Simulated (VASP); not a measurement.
## Ag: single point with PBEsol

Ag:

```
CELL_PARAMETERS angstrom
0.00000 2.04310 2.12482
2.04310 0.00000 2.12482
2.04310 2.04310 0.00000
ATOMIC_POSITIONS crystal
Ag 0.00000 0.00000 0.00000
```

This cell differs from its parent crystal: strain +0.000 along x and y, +0.040 along z.

* Program: VASP 6.6.1
* Task: single point
* Functional: PBEsol
* Potentials or basis: VASP PAW PBE potentials, release 64 (Ag)
* Cutoff: 520 eV
* k mesh: 20 × 20 × 20
* Occupations: gaussian, width 0.15 eV
* Spin: no spin polarisation
* Dipole correction: no
* Further INCAR settings: ALGO = Normal; EDIFF = 1e-07; NBANDS = 12

The pressure is -6.4 GPa and the band gap on the k mesh is zero (an odd number of electrons rules out a gap without spin polarisation).

Stress tensor (GPa, compression positive):
```
-5.84  0.00  0.00
 0.00 -5.84  0.00
 0.00  0.00 -7.37
```

Levels at points of the mesh, in eV from the Fermi level:
```
           k point  band 4  band 5  band 6  band 7  band 8  band 9
(0.00, 0.00, 0.00)   -4.54   -3.77   -3.52   15.93   18.95   19.40
(0.50, 0.00, 0.00)   -2.95   -2.85   -0.34    3.39   15.00   17.12
(0.50, 0.50, 0.00)   -2.72   -2.72    1.17    5.80   10.88   10.88
(0.50, 0.00, 0.50)   -2.79   -2.61    1.81    6.74   10.19   10.21
```

Wall time 32 s on 1 thread of Intel(R) Xeon(R) 6975P-C (Granite Rapids) (shared host), peak memory 0.25 GiB.

Caveat: the cell differs from its parent crystal (strain +0.000 along x and y, +0.040 along z); the cell stands under tension; the PAW data sets were made with another functional, which shifts forces and pressure a little.
